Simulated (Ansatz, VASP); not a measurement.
Ge: VASP beside Ansatz

INCAR

```
SYSTEM = Ge
ALGO = Normal
EDIFF = 1E-6
ENCUT = 520
GGA = PS
ISIF = 2
ISMEAR = -1
LASPH = .True.
LCHARG = .False.
LREAL = .False.
LWAVE = .False.
NBANDS = 13
NELM = 60
PREC = Accurate
SIGMA = 0.1
```

File KPOINTS:

```
k-points
0
Gamma
  15 15 15
  0 0 0
```

File POSCAR:

```
Ge
1.0
    2.4541022694      0.0000000000      0.0000000000
    0.0000000000      2.4541022694      0.0000000000
    0.0000000000      0.0000000000      2.4541022694
Ge
1
Direct
    0.0000000000      0.0000000000      0.0000000000
```

Input for Ansatz:

```yaml
crystal:
  lattice:
    - [2.4541022694, 0.0, 0.0]
    - [0.0, 2.4541022694, 0.0]
    - [0.0, 0.0, 2.4541022694]
  atoms:
    - { symbol: Ge, position: [0.0, 0.0, 0.0] }
kpoints:
  mp_grid: { grid: [15, 15, 15] }
scf:
  occupations: { method: fermi_dirac, width: 0.1 }
hamiltonian:
  xc: pbesol
  pseudopotentials: { kind: all_electron, lapw: { basis_error: 0.001 } }
output:
  forces: true
  stress: true
  eigenvalues: true
  populations: true
```

Change from the starting cell: volume scaled by 0.78, LAPW.

Alike in both runs: task single point; functional PBEsol; k mesh 15 × 15 × 15; occupations fermi-dirac, width 0.1 eV; no spin polarisation.

|  | VASP | Ansatz |
| --- | --- | --- |
| version | VASP 6.6.1 | Ansatz 0.2.0 |
| potentials or method | VASP PAW PBE potentials, release 64 (Ge_d), cutoff 520 eV | all-electron LAPW, scalar-relativistic |

```tsv
	VASP	Ansatz	Ansatz less VASP
pressure (GPa)	34.6	34.6	+0.03
```

VASP's potentials were made for PBE, not for PBEsol. Both programs put the cell under a high pressure, so it lies far from rest at this level. Ansatz ran all-electron here, and VASP with PAW potentials.
